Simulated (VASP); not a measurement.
# La3PbC (Pm-3m) in VASP: single point with LDA

Aim: the single point of La3PbC with LDA.

Program: VASP 6.6.1. These are calculated values, not measurements. Logs are shortened: lines on timing, memory, paths and dates and some standing lists are left out, and cuts for length are marked.

### 1 The cell of the first run

It takes space group Pm-3m (No. 221, cubic). The conventional cell has a = 5.120 Å, b = 5.120 Å, c = 5.120 Å, α = 90.00°, β = 90.00°, γ = 90.00°. La (site symmetry 4/mmm) has 2 C at 2.56 Å within 3.4 Å. Within 4.8 Å of Pb (site symmetry m-3m) lie 12 La at 3.62 Å and 8 C at 4.43 Å. Within 3.4 Å of C (site symmetry m-3m) lie 6 La at 2.56 Å.

### 2 Single point, LDA

File POSCAR:

```
La3PbC
1.0
    5.1195992435      0.0000000000      0.0000000000
    0.0000000000      5.1195992435      0.0000000000
    0.0000000000      0.0000000000      5.1195992435
La Pb C
3 1 1
Direct
    0.5000000000      0.0000000000      0.5000000000
    0.0000000000      0.5000000000      0.5000000000
    0.5000000000      0.5000000000      0.0000000000
    0.0000000000      0.0000000000      0.0000000000
    0.5000000000      0.5000000000      0.5000000000
```

File INCAR.step1:

```
ALGO = Normal
EDIFF = 1E-7
ENCUT = 520
ISIF = 2
ISMEAR = 1
LASPH = T
LCHARG = T
LMAXMIX = 6
LREAL = F
LWAVE = F
NBANDS = 34
NELM = 60
PREC = Accurate
SIGMA = 0.1
```

File KPOINTS.step1:

```
k-points
0
Gamma
  5 5 5
```

File INCAR.step2:

```
ALGO = Normal
EDIFF = 1E-7
ENCUT = 520
ICHARG = 11
ISIF = 2
ISMEAR = -5
LASPH = T
LCHARG = F
LMAXMIX = 6
LORBIT = 11
LREAL = F
LWAVE = F
NEDOS = 2001
NELM = 60
PREC = Accurate
SIGMA = 0.1
```

File KPOINTS.step2:

```
k-points
0
Gamma
  8 8 8
```

Potentials or basis: VASP PAW LDA potentials, release 64 (La, Pb_d, C).

The run is started by

```
cat potpaw_LDA.64/La/POTCAR potpaw_LDA.64/Pb_d/POTCAR potpaw_LDA.64/C/POTCAR > POTCAR
cp INCAR.step1 INCAR
cp KPOINTS.step1 KPOINTS
mpirun -np 1 vasp_std > vasp.out
cp INCAR.step2 INCAR
cp KPOINTS.step2 KPOINTS
mpirun -np 1 vasp_std > vasp.out
```

OUTCAR:

```text
EDIFF = 1E-7
   ENCUT = 520
   ICHARG = 11
   ISIF = 2
   ISMEAR = -5
   LASPH = T
   LORBIT = 11
   LREAL = F
   NELM = 60
   PREC = Accurate

 ion  position               nearest neighbor table
   1  0.500  0.000  0.500-   5 2.56   5 2.56   4 3.62   2 3.62   3 3.62   4 3.62   2 3.62   3 3.62
                             3 3.62   3 3.62   2 3.62   4 3.62   4 3.62   2 3.62
   2  0.000  0.500  0.500-   5 2.56   5 2.56   4 3.62   1 3.62   3 3.62   4 3.62   1 3.62   4 3.62
                             4 3.62   1 3.62   3 3.62   3 3.62   3 3.62   1 3.62
   3  0.500  0.500  0.000-   5 2.56   5 2.56   4 3.62   1 3.62   1 3.62   2 3.62   2 3.62   1 3.62
                             4 3.62   1 3.62   2 3.62   4 3.62   2 3.62   4 3.62
   4  0.000  0.000  0.000-   1 3.62   2 3.62   3 3.62   1 3.62   2 3.62   2 3.62   3 3.62   2 3.62
                             1 3.62   3 3.62   1 3.62   3 3.62
   5  0.500  0.500  0.500-   1 2.56   2 2.56   3 2.56   3 2.56   1 2.56   2 2.56

  LATTYP: Found a simple cubic cell.
 ALAT       =     5.1195992435

  Lattice vectors:

 A1 = (   5.1195992435,   0.0000000000,   0.0000000000)
 A2 = (   0.0000000000,   5.1195992435,   0.0000000000)
 A3 = (   0.0000000000,   0.0000000000,   5.1195992435)

Analysis of symmetry for initial positions (statically):
=====================================================================
 Subroutine PRICEL returns:
 Original cell was already a primitive cell.

 Routine SETGRP: Setting up the symmetry group for a
 simple cubic supercell.

 Subroutine GETGRP returns: Found 48 space group operations
 (whereof 48 operations were pure point group operations)
 out of a pool of 48 trial point group operations.

The static configuration has the point symmetry O_h .

Analysis of symmetry for dynamics (positions and initial velocities):
=====================================================================
 Subroutine PRICEL returns:
 Original cell was already a primitive cell.

 Routine SETGRP: Setting up the symmetry group for a
 simple cubic supercell.

 Subroutine GETGRP returns: Found 48 space group operations
 (whereof 48 operations were pure point group operations)
 out of a pool of 48 trial point group operations.

The dynamic configuration has the point symmetry O_h .

 Subroutine INISYM returns: Found 48 space group operations
 (whereof 48 operations are pure point group operations),
 and found     1 'primitive' translations

----------------------------------------------------------------------------------------

                                     Primitive cell

  volume of cell :     134.1862

  direct lattice vectors                    reciprocal lattice vectors
     5.119599243  0.000000000  0.000000000     0.195327789  0.000000000  0.000000000
     0.000000000  5.119599243  0.000000000     0.000000000  0.195327789  0.000000000
     0.000000000  0.000000000  5.119599243     0.000000000  0.000000000  0.195327789

  length of vectors
     5.119599243  5.119599243  5.119599243     0.195327789  0.195327789  0.195327789

  position of ions in fractional coordinates (direct lattice)
     0.500000000  0.000000000  0.500000000
     0.000000000  0.500000000  0.500000000
     0.500000000  0.500000000  0.000000000
     0.000000000  0.000000000  0.000000000
     0.500000000  0.500000000  0.500000000

  ion indices of the primitive-cell ions
   primitive index   ion index
                 1           1
                 2           2
                 3           3
                 4           4
                 5           5

----------------------------------------------------------------------------------------

 KPOINTS: k-points

Automatic generation of k-mesh.
 Grid dimensions read from file:
 generate k-points for:    8    8    8

 Generating k-lattice:

  Cartesian coordinates                     Fractional coordinates (reciprocal lattice)
     0.024415974  0.000000000  0.000000000     0.125000000  0.000000000  0.000000000
     0.000000000  0.024415974  0.000000000     0.000000000  0.125000000  0.000000000
     0.000000000  0.000000000  0.024415974     0.000000000  0.000000000  0.125000000

  Length of vectors
     0.024415974  0.024415974  0.024415974

  Shift w.r.t. Gamma in fractional coordinates (k-lattice)
     0.000000000  0.000000000  0.000000000

 TETIRR: Found    250 inequivalent tetrahedra from     3072

 Subroutine IBZKPT returns following result:
 ===========================================

 Found     35 irreducible k-points:

 Following reciprocal coordinates:
            Coordinates               Weight
  0.000000  0.000000  0.000000      1.000000
  0.125000  0.000000  0.000000      6.000000
  0.250000  0.000000  0.000000      6.000000
  0.375000  0.000000  0.000000      6.000000
  0.500000  0.000000  0.000000      3.000000
  0.125000  0.125000  0.000000     12.000000
[... 16 lines left out ...]
  0.375000  0.375000  0.125000     24.000000
  0.500000  0.375000  0.125000     24.000000
 [... further k-points ...]
   k-points           NKPTS =     35   k-points in BZ     NKDIM =     35   number of bands    NBANDS=     30
   number of dos      NEDOS =   2001   number of ions     NIONS =      5
   total plane-waves  NPLWV =  64000
   dimension x,y,z NGX =    40 NGY =   40 NGZ =   40
   dimension x,y,z NGXF=    80 NGYF=   80 NGZF=   80
   ions per type =               3   1   1
   NGX,Y,Z   is equivalent  to a cutoff of  12.99, 12.99, 12.99 a.u.
   NGXF,Y,Z  is equivalent  to a cutoff of  25.98, 25.98, 25.98 a.u.
 SYSTEM =  unknown system
   PREC   = accura    normal or accurate (medium, high low for compatibility)
   ISTART =      0    job   : 0-new  1-cont  2-samecut
   ICHARG =     11    charge: 1-file 2-atom 10-const
   ISPIN  =      1    spin polarized calculation?
   LNONCOLLINEAR =      F non collinear calculations
   LSORBIT =      F    spin-orbit coupling
   LASPH  =      T    aspherical Exc in radial PAW
   ENCUT  =  520.0 eV  38.22 Ry    6.18 a.u.   9.52  9.52  9.52*2*pi/ulx,y,z
   NELM   =     60;   NELMIN=  2; NELMDL=  0     # of ELM steps
   EDIFF  = 0.1E-06   stopping-criterion for ELM
   LREAL  =      F    real-space projection
   EDIFFG = 0.1E-05   stopping-criterion for IOM
   NSW    =      0    number of steps for IOM
   IBRION =     -1    ionic relax: 0-MD 1-quasi-New 2-CG
   NFREE  =      0    steps in history (QN), initial steepest desc. (CG)
   ISIF   =      2    stress and relaxation
   ISYM   =      2    0-nonsym 1-usesym 2-fastsym
   POTIM  = 0.5000    time-step for ionic-motion
   TEBEG  =    0.0;   TEEND  =   0.0 temperature during run
   PSTRESS=    0.0 pullay stress
   NELECT =      51.0000    total number of electrons
   NUPDOWN=      -1.0000    fix difference up-down
   EMIN   =  10.00;   EMAX   =-10.00  energy-range for DOS
   EFERMI =   0.00;   METHOD = LEGACY
   ISMEAR =    -5;   SIGMA  =   0.10  broadening in eV -4-tet -1-fermi 0-gaus
   EFERMI_NEDOS =   21; number of points for ismear=-14 and -15
   IALGO  =     38    algorithm
   IMIX   =      4    mixing-type and parameters
     AMIX     =   0.40;   BMIX     =  1.00
     AMIX_MAG =   1.60;   BMIX_MAG =  1.00
  volume/ion in A,a.u.               =      26.84       181.11
  Fermi-wavevector in a.u.,A,eV,Ry     =   1.185848  2.240927 19.132986  1.406235
  Thomas-Fermi vector in A             =   2.322033
   LORBIT       =     11    0 simple, 1 ext, 2 COOP (PROOUT), +10 PAW based schemes
   GGA     = CA    functional components
   LHFCALC =     F    Hartree Fock is set to
   AEXX    =    0.0000 exact exchange contribution
   IVDW    =     0    specifies the selected vdW correction
   LEPSILON=     F    determine dielectric tensor
   LRPA    =     F    only Hartree local field effects (RPA)
 non-spin polarized calculation
 Fermi weights with tetrahedron method with Bloechl corrections
  energy-cutoff  :      520.00
  volume of cell :      134.19
 maximum number of plane-waves:      3695
 NGX is ok and might be reduce to    40

 number of electron      51.0000003 magnetization

 Free energy of the ion-electron system (eV)
  ---------------------------------------------------
  ext. energy  EPLUGINS =         0.00000000
  ---------------------------------------------------
  free energy    TOTEN  =       -33.23821091 eV

  energy without entropy =      -33.23821091  energy(sigma->0) =      -33.23821091

 E-fermi :   8.3742     XC(G=0): -10.4314

 val. band max:        8.3442822951   @ k =   0.0000   0.0000   0.0000
 cond. band min:       8.3377254114   @ k =   0.1250   0.0000   0.0000
 fundamental gap:     -0.0065568837
 Fermi energy:         8.3741861164

 k-point     1 :       0.0000    0.0000    0.0000
  band No.  band energies     occupation
      1     -24.0575      2.00000
      2     -23.7407      2.00000
      3     -23.7407      2.00000
      4      -8.4654      2.00000
      5      -8.4654      2.00000
      6      -8.4654      2.00000
[... 22 lines left out ...]
     29       8.4182      0.00000
     30       8.4182      0.00000

 k-point     2 :       0.1250    0.0000    0.0000
  band No.  band energies     occupation
      1     -24.0470      2.00000
      2     -23.7515      2.00000
      3     -23.7405      2.00000
      4      -8.4465      2.00000
      5      -8.4465      2.00000
      6      -8.4365      2.00000
[... 22 lines left out ...]
     29       8.5890      0.00000
     30       8.5890      0.00000

 k-point     3 :       0.2500    0.0000    0.0000
  band No.  band energies     occupation
      1     -24.0178      2.00000
      2     -23.7816      2.00000
      3     -23.7400      2.00000
      4      -8.3998      2.00000
      5      -8.3998      2.00000
      6      -8.3475      2.00000
[... 22 lines left out ...]
     29       9.0587      0.00000
     30       9.0587      0.00000

 k-point     4 :       0.3750    0.0000    0.0000
  band No.  band energies     occupation
      1     -23.9781      2.00000
      2     -23.8222      2.00000
      3     -23.7395      2.00000
      4      -8.3529      2.00000
      5      -8.3529      2.00000
      6      -8.1944      2.00000
[... 22 lines left out ...]
     29       9.6070      0.00000
     30       9.6241      0.00000

 k-point     5 :       0.5000    0.0000    0.0000
  band No.  band energies     occupation
      1     -23.9535      2.00000
      2     -23.8472      2.00000
      3     -23.7393      2.00000
      4      -8.3343      2.00000
      5      -8.3343      2.00000
      6      -8.0061      2.00000
[... 22 lines left out ...]
     29       9.6633      0.00000
     30       9.9252      0.00000
[... 526 lines left out ...]
     29       9.6403      0.00000
     30      10.0530      0.00000

 k-point    22 :       0.5000    0.2500    0.1250
  band No.  band energies     occupation
      1     -23.9160      2.00000
      2     -23.8459      2.00000
      3     -23.7760      2.00000
      4      -8.6791      2.00000
      5      -8.2704      2.00000
      6      -8.1342      2.00000
[... 22 lines left out ...]
     29       9.5636      0.00000
     30       9.9850      0.00000

 k-point    23 :       0.3750    0.3750    0.1250
  band No.  band energies     occupation
      1     -23.9076      2.00000
      2     -23.8299      2.00000
      3     -23.7997      2.00000
      4      -8.7661      2.00000
      5      -8.3340      2.00000
      6      -8.1303      2.00000
[... 22 lines left out ...]
     29       9.6512      0.00000
     30      10.1660      0.00000

 k-point    24 :       0.5000    0.3750    0.1250
  band No.  band energies     occupation
      1     -23.8837      2.00000
      2     -23.8452      2.00000
      3     -23.8079      2.00000
      4      -8.7956      2.00000
      5      -8.3808      2.00000
      6      -8.1271      2.00000
[... 22 lines left out ...]
     29       9.6211      0.00000
     30      10.0143      0.00000

 [... further k-points ...]
[... 5 lines left out ...]
  --------------------------------------------------------------------------------------
  -------------------------------------------------------------------------------------
  Total        0.1739591      0.1739591      0.1739591      0.0000000     -0.0000000      0.0000000
  in kB        2.0770637      2.0770637      2.0770637      0.0000000     -0.0000000      0.0000000
  external PRESSURE =       2.0770637 kB  Pullay stress =       0.0000000 kB

 VOLUME and BASIS-vectors are now :
 -----------------------------------------------------------------------------
  energy-cutoff  :      520.00
  volume of cell :      134.19
      direct lattice vectors                 reciprocal lattice vectors
     5.119599243  0.000000000  0.000000000     0.195327789  0.000000000  0.000000000
     0.000000000  5.119599243  0.000000000     0.000000000  0.195327789  0.000000000
     0.000000000  0.000000000  5.119599243     0.000000000  0.000000000  0.195327789

 POSITION                                       TOTAL-FORCE (eV/Angst)
 -----------------------------------------------------------------------------------
      2.55980      0.00000      2.55980         0.000000      0.000000      0.000000
      0.00000      2.55980      2.55980         0.000000      0.000000      0.000000
      2.55980      2.55980      0.00000         0.000000      0.000000      0.000000
      0.00000      0.00000      0.00000         0.000000      0.000000      0.000000
      2.55980      2.55980      2.55980         0.000000      0.000000      0.000000
 -----------------------------------------------------------------------------------
    total drift:                                0.000000     -0.000000     -0.000000

  FREE ENERGIE OF THE ION-ELECTRON SYSTEM (eV)
  ---------------------------------------------------
  free  energy   TOTEN  =       -33.2382109102 eV

  energy  without entropy=      -33.2382109102  energy(sigma->0) =      -33.23821091

 total charge

# of ion       s       p       d       f       tot
--------------------------------------------------
    1        2.051   5.614   0.831   0.174   8.671
    2        2.051   5.614   0.831   0.174   8.671
    3        2.051   5.614   0.831   0.174   8.671
    4        1.248   1.096   9.772   0.000  12.115
    5        0.905   1.414   0.000   0.000   2.320
--------------------------------------------------
tot          8.307  19.353  12.264   0.523  40.447
```

Run time: 2.2 min. Hardware: 1 thread of Intel Xeon 6975P-C (Granite Rapids), shared host; peak memory 0.3 GiB.

Results:

```yaml
Valence_electrons_inside_the_program's_atomic_spheres: La 8.67; Pb 12.12; C 2.32
```

Levels at points of the mesh, in eV from the Fermi level:
```tsv
k point	band 23	band 24	band 25	band 26	band 27	band 28
(0.00, 0.00, 0.00)	-0.80	-0.80	-0.03	-0.03	-0.03	0.04
(0.50, 0.00, 0.00)	-1.29	-0.49	-0.45	-0.45	0.51	1.16
(0.50, 0.50, 0.00)	-1.84	-1.84	-0.92	1.13	1.13	1.16
(0.50, 0.50, 0.50)	-0.56	-0.56	-0.56	1.09	1.09	1.10
```

Caveat: spin-orbit coupling is left out, which moves the levels of the heavy elements; tetrahedron occupations give inexact forces and stress in metals.
